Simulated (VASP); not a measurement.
Wanted: the native input for a VASP 6.6.1 run.

```
Task                   : relaxation of cell and atoms
Functional             : PBE
Potentials or basis    : VASP PAW PBE potentials, release 64 (Ga_d, Sb, As)
Cutoff                 : 600 eV
k mesh                 : 6 × 6 × 2
Occupations            : gaussian, width 0.1 eV
Spin                   : no spin polarisation
Dipole correction      : no
Further INCAR settings : ALGO = Normal; EDIFF = 1e-07; IBRION = 2; EDIFFG = -0.04; NSW = 90; ISIF = 3
```

The structure of Ga3SbAs2 lies in POSCAR:

```
Ga3SbAs2
1.0
    3.9774731700      0.0000000000      0.0000000000
   -1.9887365900      3.4445928100      0.0000000000
    0.0000000000      0.0000000000      9.7427797400
Ga Sb As
3 1 2
Direct
    0.0000000000      0.0000000000      0.0000000000
    0.3333333300      0.6666666700      0.6666666700
    0.6666666700      0.3333333300      0.3333333300
    0.0000000000      0.0000000000      0.7500000000
    0.3333333300      0.6666666700      0.4166666700
    0.6666666700      0.3333333300      0.0833333300
```

One way to write it, as run:

INCAR

```
PREC = Accurate
ENCUT = 600
EDIFF = 1E-7
ISMEAR = 0
SIGMA = 0.1
LREAL = F
LASPH = T
NELM = 80
ALGO = Normal
ISIF = 3
LWAVE = F
LCHARG = F
GGA = PE
IBRION = 2
NSW = 90
EDIFFG = -0.04
```

KPOINTS

```
regular mesh
0
Gamma
  6 6 2
```

Potentials or basis: VASP PAW PBE potentials, release 64 (Ga_d, Sb, As).

Launch:

```sh
$ cat potpaw_PBE.64/Ga_d/POTCAR potpaw_PBE.64/Sb/POTCAR potpaw_PBE.64/As/POTCAR > POTCAR
$ mpirun -np 1 vasp_std > vasp.out
```

It gave:

- Relaxed volume: 25.90 Å³/atom
- Relaxed cell: a = 4.187 Å, b = 4.187 Å, c = 10.238 Å, α = 90.00°, β = 90.00°, γ = 120.00°
- Space group after relaxing (to 0.05 Å): P3m1 (No. 156)
- Energy gained by relaxing: 150.6 meV/atom
- Ionic steps: 9
- Pressure after relaxing: 0.0 GPa
- Largest force after relaxing: 0.017 eV/Å
- Band gap on the k mesh: zero (filled and empty bands touch)

Caveat: the volume moved by over 15 % at a fixed basis, so the end points are rough; spin-orbit coupling is left out, which moves the levels of the heavy elements.

Run time: 3.9 min on 1 thread of AMD EPYC 9R45 96-Core Processor (Zen 5), on a shared host, peak memory 0.3 GiB.
